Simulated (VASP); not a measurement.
A run of VASP 6.6.1 is set up as follows.

Contents of INCAR:

```
ALGO = Normal
EDIFF = 1E-7
ENCUT = 520
GGA = PE
ISIF = 2
ISMEAR = -1
LASPH = True
LCHARG = False
LREAL = False
LWAVE = False
NBANDS = 26
NELM = 100
PREC = Accurate
SIGMA = 0.1
```

Contents of KPOINTS:

```
k-points
0
Gamma
  9 9 5
```

The input POSCAR:

```
CdS
1.0
    4.1940777687      0.0000000000      0.0000000000
   -2.0970388844      3.6321778932      0.0000000000
    0.0000000000      0.0000000000      6.8340953140
Cd S
2 2
Direct
    0.3333333333      0.6666666667     -0.0000775733
    0.6666666667      0.3333333333      0.4999224267
    0.3333333333      0.6666666667      0.3760775733
    0.6666666667      0.3333333333      0.8760775733
```

Potentials or basis: VASP PAW PBE potentials, release 64 (Cd, S).

Launch:

```sh
$ cat potpaw_PBE.64/Cd/POTCAR potpaw_PBE.64/S/POTCAR > POTCAR
$ mpirun -np 1 vasp_std > vasp.out
```

(1) What does it give for the largest force?

(2) Estimate the pressure.

(3) What does it give for the band gap on the k mesh?

## Answers

(1) 0.003 eV/Å.

(2) 0.3 GPa.

(3) 1.11 eV, direct.
